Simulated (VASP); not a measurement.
Write the native input for VASP 6.6.1 that does the following.

| Quantity | Value |
| --- | --- |
| Task | single point |
| Functional | PBEsol |
| Potentials or basis | VASP PAW PBE potentials, release 64 (Mg, O) |
| Cutoff | 520 eV |
| k mesh | 6 × 6 × 6 |
| Occupations | gaussian, width 0.05 eV |
| Spin | no spin polarisation |
| Dipole correction | no |
| Further INCAR settings | ALGO = Normal; EDIFF = 1e-07; NBANDS = 26 |

The structure of MgO lies in POSCAR:

```
MgO
1.0
    4.2149416169      0.0000000000      0.0000000000
    0.0000000000     -4.2149416169      0.0000000000
    0.0000000000      0.0000000000     -4.2149416169
Mg O
4 4
Direct
    0.0000000000      0.0000000000      0.0000000000
    0.5000000000      0.5000000000      0.0000000000
    0.5000000000      0.0000000000      0.5000000000
    0.0000000000      0.5000000000      0.5000000000
    0.5000000000      0.0000000000      0.0000000000
    0.0000000000      0.5000000000      0.0000000000
    0.0000000000      0.0000000000      0.5000000000
    0.5000000000      0.5000000000      0.5000000000
```

These files were run (other wordings do the same):

INCAR

```
SYSTEM = MgO
  PREC = Accurate
  ENCUT = 520
  EDIFF = 1E-7
  ISMEAR = 0
  SIGMA = 0.05
  LREAL = .FALSE.
  LASPH = .TRUE.
  NELM = 80
  ALGO = Normal
  ISIF = 2
  LWAVE = .FALSE.
  LCHARG = .TRUE.
  GGA = PS
  LELF = .TRUE.
  LVHAR = .TRUE.
  NBANDS = 26
```

KPOINTS

```
Automatic mesh
0
G
  6 6 6
  0 0 0
```

Potentials or basis: VASP PAW PBE potentials, release 64 (Mg, O).

The run is started by

```console
$ cat potpaw_PBE.64/Mg/POTCAR potpaw_PBE.64/O/POTCAR > POTCAR
$ mpirun -np 1 vasp_std > vasp.out
```

Results of the run:

```yaml
Pressure: -0.6 GPa
Band_gap_on_the_k_mesh: 4.61 eV
```

Caveat: the PAW data sets were made with another functional, which shifts forces and pressure a little.

Wall time 14 s on 1 thread of AMD EPYC 9R45 96-Core Processor (Zen 5), on a shared host, peak memory 0.15 GiB.
